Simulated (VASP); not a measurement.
# Cu3S: relaxation of cell and atoms with PBE

Crystal: Cu3S.

```
Cu S
1.0
     3.70955    0.00000    0.00000
     0.00000    3.70955    0.00000
     0.00000    0.00000    3.70955
Cu S
3 1
Direct
  0.00000 0.50000 0.50000
  0.50000 0.00000 0.50000
  0.50000 0.50000 0.00000
  0.00000 0.00000 0.00000
```

```yaml
Program: VASP 6.6.1
Task: relaxation of cell and atoms
Functional: PBE
Potentials_or_basis: VASP PAW PBE potentials, release 64 (Cu, S)
Cutoff: 600 eV
k_mesh: 12 × 12 × 12
Occupations: gaussian, width 0.1 eV
Spin: no spin polarisation
Dipole_correction: no
Further_INCAR_settings: ALGO = Normal; EDIFF = 1e-06; IBRION = 2; EDIFFG = -0.01; NSW = 100; ISIF = 3
```

```json
{
 "Relaxed volume": "12.74 Å³/atom",
 "Relaxed cell": "a = 3.708 Å, b = 3.708 Å, c = 3.708 Å, α = 90.00°, β = 90.00°, γ = 90.00°",
 "Space group after relaxing (to 0.1 Å)": "Pm-3m (No. 221)",
 "Energy gained by relaxing": "0.0 meV/atom",
 "Ionic steps": "2",
 "Pressure after relaxing": "0.1 GPa",
 "Band gap on the k mesh": "zero (an odd number of electrons rules out a gap without spin polarisation)"
}
```

Final structure:
```
Cu S
1.0
     3.70760    0.00000    0.00000
     0.00000    3.70760    0.00000
     0.00000    0.00000    3.70760
Cu S
3 1
Cartesian
  0.0000 1.8538 1.8538
  1.8538 0.0000 1.8538
  1.8538 1.8538 0.0000
  0.0000 0.0000 0.0000
```

Levels at points of the mesh, in eV from the Fermi level:
```csv
k point,band 16,band 17,band 18,band 19,band 20,band 21,band 22,band 23
"(0.00, 0.00, 0.00)",-1.79,-1.66,-1.55,-1.55,-1.55,4.30,4.30,6.14
"(0.50, 0.00, 0.00)",-1.95,-1.55,-0.61,-0.61,-0.43,2.62,3.86,3.86
"(0.50, 0.50, 0.00)",-2.20,-2.16,-1.35,-1.35,0.25,2.60,5.21,5.21
"(0.50, 0.50, 0.50)",-2.24,-1.67,-1.67,-1.67,-1.20,1.85,1.85,1.85
```

Wall time 90 s on 1 thread of Intel(R) Xeon(R) 6975P-C (Granite Rapids) (shared host), peak memory 0.24 GiB.

With open d or f shells a metallic result of PBE can be an artefact of self-interaction; +U or a hybrid may open a gap.
